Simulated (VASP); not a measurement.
# AlN (Pm) in VASP: further runs, part 2 of 2

VASP 6.6.1. Earlier steps stand in the parts before.

## 4. Single point, PBE (atom 1 (Al) moved by +0.378 Å along [1 0 0] and +0.504 Å along [1 2 0])

File INCAR:

```
SYSTEM = AlN
  ALGO = Normal
  EDIFF = 1E-6
  ENCUT = 520
  GGA = PE
  ISIF = 2
  ISMEAR = 0
  LASPH = .True.
  LCHARG = .False.
  LREAL = .False.
  LWAVE = .False.
  NBANDS = 26
  NELM = 60
  PREC = Accurate
  SIGMA = 0.05
```

File KPOINTS:

```
k-points
0
Gamma
  8 6 4
  0 0 0
```

File POSCAR:

```
AlN
1.0
   -1.6567491617      2.8695737234      0.0000000000
    0.0000000000      0.0000000000      4.1874629526
    4.9702474850      2.8695737234      0.0000000000
Al N
4 4
Direct
    0.5746874691      0.7500000000      0.2676150407
    0.0000000000      0.7500000000      0.6666666667
    0.0000000000      0.2500000000      0.3333333333
    0.5000000000      0.2500000000      0.8333333333
    0.5000000000      0.2500000000      0.1666666667
    0.0000000000      0.2500000000      0.6666666667
    0.0000000000      0.7500000000      0.3333333333
    0.5000000000      0.7500000000      0.8333333333
```

On the command line:

```sh
> cat potpaw_PBE.64/Al/POTCAR potpaw_PBE.64/N/POTCAR > POTCAR
> mpirun -np 1 vasp_std > vasp.out
```

It took 2.2 min on 1 thread of Intel Xeon 8259CL, shared host; peak memory 0.26 GiB.

The run converged. Its results:

```
Free energy            : -54.4085 eV
Pressure               : 15.8 GPa
Largest force          : 19.420 eV/Å
Band gap on the k mesh : 2.26 eV
```

Forces in eV/Å, atoms in the order of the input:
```
Al    1.397 -19.369   0.000
Al    2.118   1.550   0.000
Al   -0.729   0.604   0.000
Al    0.498   0.254   0.000
N     1.681   1.484   0.000
N    -0.845  -0.477   0.000
N    -3.413  16.175   0.000
N    -0.706  -0.221   0.000
```

Stress tensor (GPa, compression positive):
```
  0.76 -13.65   0.00
-13.65  45.45   0.00
  0.00   0.00   1.10
```

Levels at points of the mesh, in eV from the valence-band top:
```tsv
k point	band 12	band 13	band 14	band 15	band 16	band 17	band 18	band 19	band 20	band 21
(0.00, 0.00, 0.00)	-2.63	-2.37	-1.20	-0.86	0.00	2.26	3.90	4.47	6.50	6.96
(0.50, 0.00, 0.00)	-3.74	-3.11	-2.24	-2.23	-1.49	4.15	4.66	6.30	6.66	6.68
(0.00, 0.50, 0.00)	-2.48	-2.46	-1.82	-1.70	-1.17	4.05	4.84	5.51	6.14	7.83
(0.50, 0.50, 0.00)	-3.84	-1.95	-0.90	-0.84	-0.49	4.48	4.75	6.60	6.85	8.33
(0.00, 0.00, 0.50)	-2.53	-2.18	-1.52	-0.80	-0.60	3.86	5.13	5.78	6.08	7.09
(0.50, 0.00, 0.50)	-3.83	-3.23	-2.58	-1.67	-0.84	2.67	4.34	5.53	6.17	7.05
(0.00, 0.50, 0.50)	-2.61	-2.27	-1.89	-1.43	-1.07	3.95	4.83	5.61	6.55	8.14
(0.50, 0.50, 0.50)	-2.77	-2.71	-1.43	-1.26	-1.18	3.35	4.01	5.33	5.84	8.62
```

Caveat: the cell differs from its parent crystal (atom 1 (Al) moved by +0.378 Å along [1 0 0] and +0.504 Å along [1 2 0]); the cell stands under pressure; forces of over 1 eV/Å act on the atoms, so gaps and moduli don't describe the material at rest.

## 5. Single point, PBE (atom 1 (Al) moved by +0.504 Å along [1 0 0] and +0.630 Å along [1 2 0])

File INCAR:

```
SYSTEM = AlN
ALGO = Normal
EDIFF = 1E-6
ENCUT = 520
GGA = PE
ISIF = 2
ISMEAR = 0
LASPH = .TRUE.
LCHARG = .FALSE.
LREAL = .FALSE.
LWAVE = .FALSE.
NBANDS = 26
NELM = 100
PREC = Accurate
SIGMA = 0.05
```

File KPOINTS:

```
k-points
0
G
  8 6 4
  0 0 0
```

Changes to POSCAR since step 4:

```diff
@@ -8,3 +8,3 @@
 Direct
-    0.5746874691      0.7500000000      0.2676150407
+    0.5886060519      0.7500000000      0.2976054186
     0.0000000000      0.7500000000      0.6666666667
```

On the command line:

```sh
> cat potpaw_PBE.64/Al/POTCAR potpaw_PBE.64/N/POTCAR > POTCAR
> mpirun -np 1 vasp_std > vasp.out
```

Run time: 3 min. Hardware: 1 thread of Intel Xeon 8259CL, shared host; peak memory 0.26 GiB.

Results (log left out):

```yaml
Free_energy: -51.9207 eV
Pressure: 24.1 GPa
Largest_force: 28.211 eV/Å
Band_gap_on_the_k_mesh: 1.96 eV
```

Forces in eV/Å, atoms in the order of the input:
```
Al    6.314 -27.496   0.000
Al    2.552   2.124   0.000
Al   -1.219   0.603   0.000
Al    0.673   0.380   0.000
N     2.008   1.726   0.000
N    -0.929  -0.546   0.000
N    -7.995  23.882   0.000
N    -1.403  -0.673   0.000
```

Stress tensor (GPa, compression positive):
```
  6.95 -25.11   0.00
-25.11  63.09   0.00
  0.00   0.00   2.28
```

Levels at points of the mesh, in eV from the valence-band top:
```csv
k point,band 12,band 13,band 14,band 15,band 16,band 17,band 18,band 19,band 20,band 21
"(0.00, 0.00, 0.00)",-2.49,-2.29,-1.14,-0.86,0.00,1.96,3.94,4.51,6.14,6.96
"(0.50, 0.00, 0.00)",-3.67,-3.20,-2.26,-2.14,-1.42,3.62,4.28,6.27,6.68,6.84
"(0.00, 0.50, 0.00)",-2.45,-2.42,-1.79,-1.75,-1.14,3.78,4.63,5.53,6.19,7.64
"(0.50, 0.50, 0.00)",-3.65,-2.10,-0.95,-0.76,-0.48,3.93,4.42,6.67,6.93,8.39
"(0.00, 0.00, 0.50)",-2.51,-2.06,-1.42,-0.80,-0.59,3.63,5.22,5.74,6.07,6.77
"(0.50, 0.00, 0.50)",-3.74,-3.29,-2.56,-1.75,-0.79,2.40,4.38,5.11,5.92,6.86
"(0.00, 0.50, 0.50)",-2.69,-2.28,-1.85,-1.43,-0.94,3.61,4.55,5.71,6.72,8.10
"(0.50, 0.50, 0.50)",-2.86,-2.52,-1.40,-1.25,-1.20,2.92,3.70,5.38,5.96,8.43
```

Caveat: the cell differs from its parent crystal (atom 1 (Al) moved by +0.504 Å along [1 0 0] and +0.630 Å along [1 2 0]); the cell stands under pressure; forces of over 1 eV/Å act on the atoms, so gaps and moduli don't describe the material at rest.

## 6. Single point, PBE (atom 1 (Al) moved by -0.630 Å along [1 0 0] and +0.252 Å along [1 2 0])

File INCAR:

```
  PREC = Accurate
  ENCUT = 520
  EDIFF = 1E-6
  ISMEAR = 0
  SIGMA = 0.05
  LREAL = False
  LASPH = True
  NELM = 100
  ALGO = Normal
  ISIF = 2
  LWAVE = False
  LCHARG = True
  GGA = PE
  LELF = True
  LVHAR = True
  NBANDS = 26
```

File KPOINTS:

```
Automatic mesh
0
Gamma
  8 6 4
```

Changes to POSCAR since step 5:

```diff
@@ -8,3 +8,3 @@
 Direct
-    0.5886060519      0.7500000000      0.2976054186
+    0.6609291298      0.7500000000      0.0935554584
     0.0000000000      0.7500000000      0.6666666667
```

Potentials or basis: VASP PAW PBE potentials, release 64 (Al, N).

On the command line:

```sh
> cat potpaw_PBE.64/Al/POTCAR potpaw_PBE.64/N/POTCAR > POTCAR
> mpirun -np 1 vasp_std > vasp.out
```

OUTCAR:

```text
PREC = Accurate
   ENCUT = 520
   EDIFF = 1E-6
   ISMEAR = 0
   LREAL = False
   LASPH = True
   NELM = 100
   ISIF = 2
   GGA = PE

 ion  position               nearest neighbor table
   1  0.661  0.750  0.094-   8 1.59   7 1.78   5 2.20   5 2.20   4 2.63   4 2.63   2 2.70   3 2.75
                             3 2.75   2 3.29   3 3.33   3 3.33
   2  0.000  0.750  0.667-   8 1.91   8 1.91   7 1.91   6 2.09   6 2.09   1 2.70   4 2.84   4 2.84
                             4 2.84   4 2.84   3 2.84   3 2.84   1 3.29
   3  0.000  0.250  0.333-   5 1.91   5 1.91   6 1.91   7 2.09   7 2.09   1 2.75   1 2.75   2 2.84
                             2 2.84   4 3.31   4 3.31   4 3.31   4 3.31   1 3.33   1 3.33
   4  0.500  0.250  0.833-   6 1.91   6 1.91   5 1.91   8 2.09   8 2.09   1 2.63   1 2.63   2 2.84
                             2 2.84   2 2.84   2 2.84   3 3.31   3 3.31   3 3.31   3 3.31
   5  0.500  0.250  0.167-   3 1.91   3 1.91   4 1.91   1 2.20   1 2.20
   6  0.000  0.250  0.667-   4 1.91   4 1.91   3 1.91   2 2.09   2 2.09
   7  0.000  0.750  0.333-   1 1.78   2 1.91   3 2.09   3 2.09
   8  0.500  0.750  0.833-   1 1.59   2 1.91   2 1.91   4 2.09   4 2.09

  LATTYP: Found a simple orthorhombic cell.
 ALAT       =     3.3134983233
 B/A-ratio  =     1.2637588868
 C/A-ratio  =     1.7320508076

  Lattice vectors:

 A1 = (  -1.6567491617,   2.8695737234,   0.0000000000)
 A2 = (   0.0000000000,   0.0000000000,   4.1874629526)
 A3 = (   4.9702474850,   2.8695737234,   0.0000000000)

Analysis of symmetry for initial positions (statically):
=====================================================================
 Subroutine PRICEL returns:
 Original cell was already a primitive cell.

 Routine SETGRP: Setting up the symmetry group for a
 simple orthorhombic supercell.

 Subroutine GETGRP returns: Found  2 space group operations
 (whereof  1 operations were pure point group operations)
 out of a pool of  8 trial point group operations.

[... 147 lines left out ...]
     AMIX     =   0.40;   BMIX     =  1.00
     AMIX_MAG =   1.60;   BMIX_MAG =  1.00
  volume/ion in A,a.u.               =       9.95        67.17
  Fermi-wavevector in a.u.,A,eV,Ry     =   1.208082  2.282944 19.857191  1.459462
  Thomas-Fermi vector in A             =   2.343701
   LORBIT       =      0    0 simple, 1 ext, 2 COOP (PROOUT), +10 PAW based schemes
   GGA     = PE    functional components
   LHFCALC =     F    Hartree Fock is set to
   AEXX    =    0.0000 exact exchange contribution
   IVDW    =     0    specifies the selected vdW correction
   LEPSILON=     F    determine dielectric tensor
   LRPA    =     F    only Hartree local field effects (RPA)
 non-spin polarized calculation
 Gauss-broadening in eV      SIGMA  =   0.05
  energy-cutoff  :      520.00
  volume of cell :       79.63
 maximum number of plane-waves:      2174
 NGX is ok and might be reduce to    28
   NGX = 13   NGY = 15   NGZ = 21

 number of electron      31.9999993 magnetization

 Free energy of the ion-electron system (eV)
  ---------------------------------------------------
  ext. energy  EPLUGINS =         0.00000000
  ---------------------------------------------------
  free energy    TOTEN  =       -55.65366815 eV

  energy without entropy =      -55.65366815  energy(sigma->0) =      -55.65366815

 E-fermi :   8.3717     XC(G=0): -11.1575

 val. band max:        8.0861043407   @ k =   0.0000   0.0000   0.0000
 cond. band min:       9.8995821979   @ k =   0.0000   0.0000   0.0000
 fundamental gap:      1.8134778572
 Fermi energy:         8.3717226927

 k-point     1 :       0.0000    0.0000    0.0000
  band No.  band energies     occupation
      1      -9.3701      2.00000
      2      -6.7840      2.00000
      3      -6.4107      2.00000
      4      -4.7340      2.00000
      5       0.6879      2.00000
      6       1.2718      2.00000
[... 685 lines left out ...]
     25      17.2794      0.00000
     26      18.0460      0.00000

 [... further k-points ...]
[... 5 lines left out ...]
  --------------------------------------------------------------------------------------
  -------------------------------------------------------------------------------------
  Total        5.4803848      9.1035587      0.6795371      7.2496602      0.0000000      0.0000000
  in kB      110.2647048    183.1625424     13.6722067    145.8623196      0.0000000      0.0000000
  external PRESSURE =     102.3664846 kB  Pullay stress =       0.0000000 kB

 VOLUME and BASIS-vectors are now :
 -----------------------------------------------------------------------------
  energy-cutoff  :      520.00
  volume of cell :       79.63
      direct lattice vectors                 reciprocal lattice vectors
    -1.656749162  2.869573723  0.000000000    -0.150897919  0.261362862  0.000000000
     0.000000000  0.000000000  4.187462953     0.000000000  0.000000000  0.238808083
     4.970247485  2.869573723  0.000000000     0.150897919  0.087120954  0.000000000

 POSITION                                       TOTAL-FORCE (eV/Angst)
 -----------------------------------------------------------------------------------
     -0.63000      2.16505      3.14060         9.748587      4.511354      0.000000
      3.31350      1.91305      3.14060        -2.689215     -1.134924      0.000000
      1.65675      0.95652      1.04687        -0.492776      0.317214      0.000000
      3.31350      3.82610      1.04687         0.193064     -0.536440      0.000000
      0.00000      1.91305      1.04687        -2.233204      0.134731      0.000000
      3.31350      1.91305      1.04687         0.734166      0.497479      0.000000
      1.65675      0.95652      3.14060         0.222912      1.420125      0.000000
      3.31350      3.82610      3.14060        -5.483535     -5.209539      0.000000
 -----------------------------------------------------------------------------------
    total drift:                                0.000385     -0.000126      0.000000

  FREE ENERGIE OF THE ION-ELECTRON SYSTEM (eV)
  ---------------------------------------------------
  free  energy   TOTEN  =       -55.6536681454 eV

  energy  without entropy=      -55.6536681454  energy(sigma->0) =      -55.65366815
```

OSZICAR:

```text
N       E                     dE             d eps       ncg     rms          rms(c)
DAV:   1     0.112195643301E+03    0.11220E+03   -0.14886E+04  3744   0.111E+03
DAV:   2    -0.557296062018E+02   -0.16793E+03   -0.15627E+03  5016   0.230E+02
DAV:   3    -0.653259327223E+02   -0.95963E+01   -0.95328E+01  5022   0.566E+01
DAV:   4    -0.654178813882E+02   -0.91949E-01   -0.91892E-01  4504   0.623E+00
DAV:   5    -0.654193151017E+02   -0.14337E-02   -0.14333E-02  4926   0.775E-01    0.173E+01
DAV:   6    -0.557538909643E+02    0.96654E+01   -0.29367E+01  4724   0.291E+01    0.605E+00
DAV:   7    -0.557115884540E+02    0.42303E-01   -0.15862E+00  4616   0.682E+00    0.408E+00
DAV:   8    -0.556573637581E+02    0.54225E-01   -0.13396E-01  4722   0.255E+00    0.711E-01
DAV:   9    -0.556529172297E+02    0.44465E-02   -0.25440E-02  5102   0.974E-01    0.336E-01
DAV:  10    -0.556532970806E+02   -0.37985E-03   -0.23787E-03  4618   0.338E-01    0.184E-01
DAV:  11    -0.556536489078E+02   -0.35183E-03   -0.60477E-04  4208   0.161E-01    0.425E-02
DAV:  12    -0.556536654199E+02   -0.16512E-04   -0.68445E-05  4812   0.614E-02    0.171E-02
DAV:  13    -0.556536672889E+02   -0.18690E-05   -0.18775E-05  4278   0.278E-02    0.769E-03
DAV:  14    -0.556536681454E+02   -0.85649E-06   -0.33448E-06  4482   0.123E-02
   1 F= -.55653668E+02 E0= -.55653668E+02  d E =-.989854E-18
```

It took 2.7 min on 1 thread of Intel Xeon 8259CL, shared host; peak memory 0.26 GiB.

Results:

- Free energy: -55.6537 eV
- Pressure: 10.2 GPa
- Largest force: 10.742 eV/Å
- Band gap on the k mesh: 1.81 eV

Forces in eV/Å, atoms in the order of the input:
```
Al   9.749  4.511  0.000
Al  -2.689 -1.135  0.000
Al  -0.493  0.317  0.000
Al   0.193 -0.536  0.000
N   -2.233  0.135  0.000
N    0.734  0.497  0.000
N    0.223  1.420  0.000
N   -5.484 -5.210  0.000
```

Levels at points of the mesh, in eV from the valence-band top:
```
           k point  band 14  band 15  band 16  band 17  band 18  band 19
(0.00, 0.00, 0.00)    -1.88    -0.16     0.00     1.81     3.50     4.35
(0.50, 0.00, 0.00)    -2.40    -2.14    -1.88     4.37     4.41     5.86
(0.00, 0.50, 0.00)    -1.80    -1.68    -0.64     3.02     4.42     5.30
(0.50, 0.50, 0.00)    -1.65    -0.69    -0.35     4.71     4.83     6.18
(0.00, 0.00, 0.50)    -1.93    -0.63    -0.10     2.76     4.81     5.55
(0.50, 0.00, 0.50)    -2.32    -1.83    -1.25     2.87     4.03     5.54
(0.00, 0.50, 0.50)    -1.72    -1.56    -0.71     2.77     4.49     5.01
(0.50, 0.50, 0.50)    -2.37    -1.40    -0.81     3.77     4.02     5.21
```

Caveat: the cell differs from its parent crystal (atom 1 (Al) moved by -0.630 Å along [1 0 0] and +0.252 Å along [1 2 0]); the cell stands under pressure; forces of over 1 eV/Å act on the atoms, so gaps and moduli don't describe the material at rest.

## 7. The runs side by side

```tsv
cell	gap on the mesh (eV)	pressure (GPa)	largest force (eV/Å)
as given, atomic positions A	3.11	1.8	3.43
as given, atomic positions B	2.95	16.6	22.36
as given, atomic positions C	2.26	15.8	19.42
as given, atomic positions D	1.96	24.1	28.21
as given, atomic positions E	1.81	10.2	10.74
```

Alike in all rows: task single point; level PBE; potentials or basis VASP PAW PBE potentials, release 64 (Al, N); no spin polarisation; k mesh 8 × 6 × 4; cutoff (eV) 520; smearing gaussian 0.05 eV.

Caveats: forces of over 1 eV/Å act on the atoms, so gaps and moduli don't describe the material at rest; the cell stands under pressure (at least some runs).

Total energies depend on the potentials used, so only differences within one code and one set of settings carry meaning.
